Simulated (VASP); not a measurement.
A run of VASP 6.6.1:

The input INCAR:

```
PREC = Accurate ; ENCUT = 520
EDIFF = 1E-6 ; ISMEAR = 0
SIGMA = 0.1 ; LREAL = F
LASPH = T ; NELM = 80
ALGO = Normal ; ISIF = 2
LWAVE = F ; LCHARG = F
GGA = PE ; NBANDS = 42
```

KPOINTS

```
Automatic mesh
0
Gamma
  8 8 6
```

The input POSCAR:

```
ZnGaC4N4
1.0
    3.6733923562     -4.0881451308      0.0000000000
    3.6733923562      4.0881451308      0.0000000000
    0.0000000000      0.0000000000      7.4246281025
Zn Ga C N
1 1 4 4
Direct
    0.5000000000      0.5000000000      0.5000000000
    0.0000000000      0.0000000000      0.0000000000
    0.8052114722      0.8052114722      0.8061379761
    0.1947885278      0.1947885278      0.1938620239
    0.8052114722      0.8052114722      0.1938620239
    0.1947885278      0.1947885278      0.8061379761
    0.6945546059      0.6945546059      0.6929765704
    0.3054453941      0.3054453941      0.3070234296
    0.6945546059      0.6945546059      0.3070234296
    0.3054453941      0.3054453941      0.6929765704
```

Potentials or basis: VASP PAW PBE potentials, release 64 (Zn, Ga_d, C, N).

Run with:

```sh
$ cat potpaw_PBE.64/Zn/POTCAR potpaw_PBE.64/Ga_d/POTCAR potpaw_PBE.64/C/POTCAR potpaw_PBE.64/N/POTCAR > POTCAR
$ mpirun -np 1 vasp_std > vasp.out
```

Hardware: 1 thread of Intel Xeon 8259CL (shared host).

Question: How long does it take, and how much memory?

Answer: Wall time 20 min on 1 thread of Intel Xeon 8259CL, on a shared host, peak memory 0.81 GiB. Counts: scf iterations 16, k points 84.
